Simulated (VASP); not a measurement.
# In3As (Pm-3m) in VASP: a series of runs

Runs on In3As. Level: PBE. Tasks: single point.

All numbers are computed with VASP 6.6.1; they aren't measurements. Logs are shortened: lines on timing, memory, paths and dates and some standing lists are left out, and cuts for length are marked.

**1. The cell of the first run**

It takes space group Pm-3m (No. 221, cubic). The conventional cell has a = 4.694 Å, b = 4.694 Å, c = 4.694 Å, α = 90.00°, β = 90.00°, γ = 90.00°. Within 4.4 Å of In (site symmetry 4/mmm) lie 8 In at 3.32 Å and 4 As at 3.32 Å. As (site symmetry m-3m) has 12 In at 3.32 Å within 4.4 Å.

**2. Single point, PBE**

INCAR reads:

```
SYSTEM = In3As
  PREC = Accurate
  ENCUT = 520
  EDIFF = 1E-6
  ISMEAR = -1
  SIGMA = 0.05
  LREAL = .FALSE.
  LASPH = .TRUE.
  NELM = 100
  ALGO = Fast
  ISIF = 2
  LWAVE = .FALSE.
  LCHARG = .FALSE.
  GGA = PE
  NBANDS = 30
```

KPOINTS reads:

```
regular mesh
0
G
  6 6 6
  0 0 0
```

POSCAR reads:

```
In3As
1.0
    4.6939951899      0.0000000000      0.0000000000
    0.0000000000      4.6939951899      0.0000000000
    0.0000000000      0.0000000000      4.6939951899
In As
3 1
Direct
    0.5000000000      0.5000000000      0.0000000000
    0.5000000000      0.0000000000      0.5000000000
    0.0000000000      0.5000000000      0.5000000000
    0.0000000000      0.0000000000      0.0000000000
```

Potentials or basis: VASP PAW PBE potentials, release 64 (In_d, As).

Launch:

```bash
> cat potpaw_PBE.64/In_d/POTCAR potpaw_PBE.64/As/POTCAR > POTCAR
> mpirun -np 1 vasp_std > vasp.out
```

OUTCAR:

```text
SYSTEM = In3As
   PREC = Accurate
   ENCUT = 520
   EDIFF = 1E-6
   ISMEAR = -1
   LREAL = .FALSE.
   LASPH = .TRUE.
   NELM = 100
   ISIF = 2
   GGA = PE

 ion  position               nearest neighbor table
   1  0.500  0.500  0.000-   2 3.32   3 3.32   4 3.32   2 3.32   3 3.32   2 3.32   4 3.32   2 3.32
                             3 3.32   4 3.32   3 3.32   4 3.32
   2  0.500  0.000  0.500-   1 3.32   3 3.32   4 3.32   1 3.32   4 3.32   1 3.32   3 3.32   1 3.32
                             3 3.32   4 3.32   4 3.32   3 3.32
   3  0.000  0.500  0.500-   1 3.32   2 3.32   4 3.32   1 3.32   4 3.32   2 3.32   4 3.32   4 3.32
                             1 3.32   2 3.32   1 3.32   2 3.32
   4  0.000  0.000  0.000-   1 3.32   2 3.32   3 3.32   2 3.32   3 3.32   1 3.32   3 3.32   3 3.32
                             1 3.32   2 3.32   2 3.32   1 3.32

  LATTYP: Found a simple cubic cell.
 ALAT       =     4.6939951899

  Lattice vectors:

 A1 = (   4.6939951899,   0.0000000000,   0.0000000000)
 A2 = (   0.0000000000,   4.6939951899,   0.0000000000)
 A3 = (   0.0000000000,   0.0000000000,   4.6939951899)

Analysis of symmetry for initial positions (statically):
=====================================================================
 Subroutine PRICEL returns:
 Original cell was already a primitive cell.

 Routine SETGRP: Setting up the symmetry group for a
 simple cubic supercell.

 Subroutine GETGRP returns: Found 48 space group operations
 (whereof 48 operations were pure point group operations)
 out of a pool of 48 trial point group operations.

The static configuration has the point symmetry O_h .

Analysis of symmetry for dynamics (positions and initial velocities):
=====================================================================
 Subroutine PRICEL returns:
 Original cell was already a primitive cell.

 Routine SETGRP: Setting up the symmetry group for a
 simple cubic supercell.

 Subroutine GETGRP returns: Found 48 space group operations
 (whereof 48 operations were pure point group operations)
 out of a pool of 48 trial point group operations.

The dynamic configuration has the point symmetry O_h .

 Subroutine INISYM returns: Found 48 space group operations
 (whereof 48 operations are pure point group operations),
 and found     1 'primitive' translations

----------------------------------------------------------------------------------------

                                     Primitive cell

  volume of cell :     103.4256

  direct lattice vectors                    reciprocal lattice vectors
     4.693995190  0.000000000  0.000000000     0.213038139  0.000000000  0.000000000
     0.000000000  4.693995190  0.000000000     0.000000000  0.213038139  0.000000000
     0.000000000  0.000000000  4.693995190     0.000000000  0.000000000  0.213038139

  length of vectors
     4.693995190  4.693995190  4.693995190     0.213038139  0.213038139  0.213038139

  position of ions in fractional coordinates (direct lattice)
     0.500000000  0.500000000  0.000000000
     0.500000000  0.000000000  0.500000000
     0.000000000  0.500000000  0.500000000
     0.000000000  0.000000000  0.000000000

  ion indices of the primitive-cell ions
   primitive index   ion index
                 1           1
                 2           2
                 3           3
                 4           4

----------------------------------------------------------------------------------------

 KPOINTS: regular mesh

Automatic generation of k-mesh.
 Grid dimensions read from file:
 generate k-points for:    6    6    6

 Generating k-lattice:

  Cartesian coordinates                     Fractional coordinates (reciprocal lattice)
     0.035506357  0.000000000  0.000000000     0.166666667  0.000000000  0.000000000
     0.000000000  0.035506357  0.000000000     0.000000000  0.166666667  0.000000000
     0.000000000  0.000000000  0.035506357     0.000000000  0.000000000  0.166666667

  Length of vectors
     0.035506357  0.035506357  0.035506357

  Shift w.r.t. Gamma in fractional coordinates (k-lattice)
     0.000000000  0.000000000  0.000000000

 Subroutine IBZKPT returns following result:
 ===========================================

 Found     20 irreducible k-points:

 Following reciprocal coordinates:
            Coordinates               Weight
  0.000000  0.000000  0.000000      1.000000
  0.166667  0.000000  0.000000      6.000000
  0.333333  0.000000  0.000000      6.000000
  0.500000  0.000000  0.000000      3.000000
  0.166667  0.166667  0.000000     12.000000
  0.333333  0.166667  0.000000     24.000000
[... 12 lines left out ...]
  0.500000  0.500000  0.333333      6.000000
  0.500000  0.500000  0.500000      1.000000
   k-points           NKPTS =     20   k-points in BZ     NKDIM =     20   number of bands    NBANDS=     30
   number of dos      NEDOS =    301   number of ions     NIONS =      4
   total plane-waves  NPLWV =  46656
   dimension x,y,z NGX =    36 NGY =   36 NGZ =   36
   dimension x,y,z NGXF=    72 NGYF=   72 NGZF=   72
   ions per type =               3   1
   NGX,Y,Z   is equivalent  to a cutoff of  12.75, 12.75, 12.75 a.u.
   NGXF,Y,Z  is equivalent  to a cutoff of  25.50, 25.50, 25.50 a.u.
 SYSTEM =  In3As
   PREC   = accura    normal or accurate (medium, high low for compatibility)
   ISTART =      0    job   : 0-new  1-cont  2-samecut
   ICHARG =      2    charge: 1-file 2-atom 10-const
   ISPIN  =      1    spin polarized calculation?
   LNONCOLLINEAR =      F non collinear calculations
   LSORBIT =      F    spin-orbit coupling
   LASPH  =      T    aspherical Exc in radial PAW
   ENCUT  =  520.0 eV  38.22 Ry    6.18 a.u.   8.73  8.73  8.73*2*pi/ulx,y,z
   NELM   =    100;   NELMIN=  2; NELMDL= -5     # of ELM steps
   EDIFF  = 0.1E-05   stopping-criterion for ELM
   LREAL  =      F    real-space projection
   EDIFFG = 0.1E-04   stopping-criterion for IOM
   NSW    =      0    number of steps for IOM
   IBRION =     -1    ionic relax: 0-MD 1-quasi-New 2-CG
   NFREE  =      0    steps in history (QN), initial steepest desc. (CG)
   ISIF   =      2    stress and relaxation
   ISYM   =      2    0-nonsym 1-usesym 2-fastsym
   POTIM  = 0.5000    time-step for ionic-motion
   TEBEG  =    0.0;   TEEND  =   0.0 temperature during run
   PSTRESS=    0.0 pullay stress
   NELECT =      44.0000    total number of electrons
   NUPDOWN=      -1.0000    fix difference up-down
   EMIN   =  10.00;   EMAX   =-10.00  energy-range for DOS
   EFERMI =   0.00;   METHOD = LEGACY
   ISMEAR =    -1;   SIGMA  =   0.05  broadening in eV -4-tet -1-fermi 0-gaus
   EFERMI_NEDOS =   21; number of points for ismear=-14 and -15
   IALGO  =     68    algorithm
   IMIX   =      4    mixing-type and parameters
     AMIX     =   0.40;   BMIX     =  1.00
     AMIX_MAG =   1.60;   BMIX_MAG =  1.00
  volume/ion in A,a.u.               =      25.86       174.49
  Fermi-wavevector in a.u.,A,eV,Ry     =   1.231260  2.326744 20.626446  1.516001
  Thomas-Fermi vector in A             =   2.366076
   LORBIT       =      0    0 simple, 1 ext, 2 COOP (PROOUT), +10 PAW based schemes
   GGA     = PE    functional components
   LHFCALC =     F    Hartree Fock is set to
   AEXX    =    0.0000 exact exchange contribution
   IVDW    =     0    specifies the selected vdW correction
   LEPSILON=     F    determine dielectric tensor
   LRPA    =     F    only Hartree local field effects (RPA)
 non-spin polarized calculation
 RMM-DIIS sequential band-by-band and
  energy-cutoff  :      520.00
  volume of cell :      103.43
 maximum number of plane-waves:      2803
 NGX is ok and might be reduce to    36
   NGX = 17   NGY = 17   NGZ = 17

 number of electron      43.9999999 magnetization

 Free energy of the ion-electron system (eV)
  ---------------------------------------------------
  ext. energy  EPLUGINS =         0.00000000
  ---------------------------------------------------
  free energy    TOTEN  =       -12.05672684 eV

  energy without entropy =      -12.04170456  energy(sigma->0) =      -12.04921570

 E-fermi :   6.4489     XC(G=0): -10.0747

 val. band max:        6.4435173905   @ k =   0.1667   0.1667   0.1667
 cond. band min:       6.4643690733   @ k =   0.5000   0.0000   0.0000
 fundamental gap:      0.0208516828
 Fermi energy:         6.4488509496

 k-point     1 :       0.0000    0.0000    0.0000
  band No.  band energies     occupation
      1      -8.1915      2.00000
      2      -8.1796      2.00000
      3      -8.1796      2.00000
      4      -8.1796      2.00000
      5      -8.0105      2.00000
      6      -8.0105      2.00000
[... 22 lines left out ...]
     29      12.4105      0.00000
     30      13.7181      0.00000

 k-point     2 :       0.1667    0.0000    0.0000
  band No.  band energies     occupation
      1      -8.1747      2.00000
      2      -8.1661      2.00000
      3      -8.1504      2.00000
      4      -8.1504      2.00000
      5      -8.0067      2.00000
      6      -7.9909      2.00000
[... 22 lines left out ...]
     29      13.1159      0.00000
     30      13.8394      0.00000

 k-point     3 :       0.3333    0.0000    0.0000
  band No.  band energies     occupation
      1      -8.1643      2.00000
      2      -8.1030      2.00000
      3      -8.0690      2.00000
      4      -8.0690      2.00000
      5      -7.9974      2.00000
      6      -7.9417      2.00000
[... 22 lines left out ...]
     29      13.4400      0.00000
     30      13.5815      0.00000

 k-point     4 :       0.5000    0.0000    0.0000
  band No.  band energies     occupation
      1      -8.1588      2.00000
      2      -8.0584      2.00000
      3      -7.9853      2.00000
      4      -7.9739      2.00000
      5      -7.9739      2.00000
      6      -7.9305      2.00000
[... 484 lines left out ...]
     29      13.9202      0.00000
     30      14.0290      0.00000

 k-point    19 :       0.5000    0.5000    0.3333
  band No.  band energies     occupation
      1      -8.0874      2.00000
      2      -8.0677      2.00000
      3      -8.0677      2.00000
      4      -8.0674      2.00000
      5      -8.0162      2.00000
      6      -8.0162      2.00000
[... 22 lines left out ...]
     29      14.1314      0.00000
     30      15.0422      0.00000

 k-point    20 :       0.5000    0.5000    0.5000
  band No.  band energies     occupation
      1      -8.1118      2.00000
      2      -8.0810      2.00000
      3      -8.0810      2.00000
      4      -8.0810      2.00000
      5      -8.0225      2.00000
      6      -8.0225      2.00000
[... 22 lines left out ...]
     29      15.4891      0.00000
     30      15.5508      0.00000

------------------------ aborting loop because EDIFF is reached ----------------------------------------

  FORCE on cell =-STRESS in cart. coord.  units (eV):
  Direction    XX          YY          ZZ          XY          YZ          ZX
  --------------------------------------------------------------------------------------
  -------------------------------------------------------------------------------------
  Total       -0.0115003     -0.0115003     -0.0115003     -0.0000000     -0.0000000      0.0000000
  in kB       -0.1781521     -0.1781521     -0.1781521     -0.0000000     -0.0000000      0.0000000
  external PRESSURE =      -0.1781521 kB  Pullay stress =       0.0000000 kB

 VOLUME and BASIS-vectors are now :
 -----------------------------------------------------------------------------
  energy-cutoff  :      520.00
  volume of cell :      103.43
      direct lattice vectors                 reciprocal lattice vectors
     4.693995190  0.000000000  0.000000000     0.213038139  0.000000000  0.000000000
     0.000000000  4.693995190  0.000000000     0.000000000  0.213038139  0.000000000
     0.000000000  0.000000000  4.693995190     0.000000000  0.000000000  0.213038139

 POSITION                                       TOTAL-FORCE (eV/Angst)
 -----------------------------------------------------------------------------------
      2.34700      2.34700      0.00000         0.000000      0.000000      0.000000
      2.34700      0.00000      2.34700         0.000000      0.000000      0.000000
      0.00000      2.34700      2.34700         0.000000      0.000000      0.000000
      0.00000      0.00000      0.00000         0.000000      0.000000      0.000000
 -----------------------------------------------------------------------------------
    total drift:                                0.000000      0.000000      0.000000

  FREE ENERGIE OF THE ION-ELECTRON SYSTEM (eV)
  ---------------------------------------------------
  free  energy   TOTEN  =       -12.0567268390 eV

  energy  without entropy=      -12.0417045607  energy(sigma->0) =      -12.04921570
```

Run time: 2.1 min. Hardware: 1 thread of Intel Xeon 8259CL, shared host; peak memory 0.23 GiB.

What came out:

```yaml
Free_energy: -12.0567 eV
Pressure: 0.0 GPa
Band_gap_on_the_k_mesh: zero (bands 22 and 23 overlap by 3.76 eV)
```

Levels at points of the mesh, in eV from the Fermi level:
```tsv
k point	band 18	band 19	band 20	band 21	band 22	band 23	band 24	band 25	band 26	band 27
(0.00, 0.00, 0.00)	-2.77	-2.77	-2.77	-1.88	-1.88	2.10	2.10	2.10	4.57	4.57
(0.50, 0.00, 0.00)	-4.31	-1.52	-1.52	-1.22	0.02	0.02	0.05	1.53	4.64	4.67
(0.50, 0.50, 0.00)	-5.80	-5.73	-0.71	-0.33	0.45	0.45	1.75	1.98	1.98	2.14
(0.50, 0.50, 0.50)	-4.17	-4.17	-3.84	-3.84	-3.84	-3.28	4.67	4.67	4.67	8.69
```

Caveat: spin-orbit coupling is left out, which moves the levels of the heavy elements.

**3. Single point, PBE**

INCAR reads:

```
SYSTEM = In3As
ALGO = Normal ; EDIFF = 1E-6
ENCUT = 520 ; GGA = PE
ISIF = 2 ; ISMEAR = -1
LASPH = .True. ; LCHARG = .False.
LREAL = .False. ; LWAVE = .False.
NBANDS = 30 ; NELM = 100
PREC = Accurate ; SIGMA = 0.05
```

KPOINTS reads:

```
k-points
0
Gamma
  6 6 6
  0 0 0
```

POSCAR reads:

```
In3As
1.0
    4.6969410947      0.0000000000      0.0000000000
    0.0000000000      4.6969410947      0.0000000000
    0.0000000000      0.0000000000      4.6969410947
In As
3 1
Direct
    0.5000000000      0.5000000000      0.0000000000
    0.5000000000      0.0000000000      0.5000000000
    0.0000000000      0.5000000000      0.5000000000
    0.0000000000      0.0000000000      0.0000000000
```

Potentials or basis: VASP PAW PBE potentials, release 64 (In_d, As).

Launch:

```bash
> cat potpaw_PBE.64/In_d/POTCAR potpaw_PBE.64/As/POTCAR > POTCAR
> mpirun -np 1 vasp_std > vasp.out
```

Run time: 78 s. Hardware: 1 thread of Intel Xeon 8259CL, shared host; peak memory 0.22 GiB.

Results (log left out):

```
Free energy            : -12.0567 eV
Pressure               : -0.1 GPa
Band gap on the k mesh : zero (bands 22 and 23 overlap by 3.74 eV)
```

Levels at points of the mesh, in eV from the Fermi level:
```
           k point  band 18  band 19  band 20  band 21  band 22  band 23  band 24  band 25  band 26  band 27
(0.00, 0.00, 0.00)    -2.76    -2.76    -2.76    -1.88    -1.88     2.09     2.09     2.09     4.56     4.56
(0.50, 0.00, 0.00)    -4.31    -1.51    -1.51    -1.23     0.02     0.02     0.05     1.53     4.63     4.66
(0.50, 0.50, 0.00)    -5.79    -5.72    -0.71    -0.33     0.44     0.44     1.75     1.99     1.99     2.13
(0.50, 0.50, 0.50)    -4.16    -4.16    -3.83    -3.83    -3.83    -3.27     4.66     4.66     4.66     8.67
```

Caveat: spin-orbit coupling is left out, which moves the levels of the heavy elements.
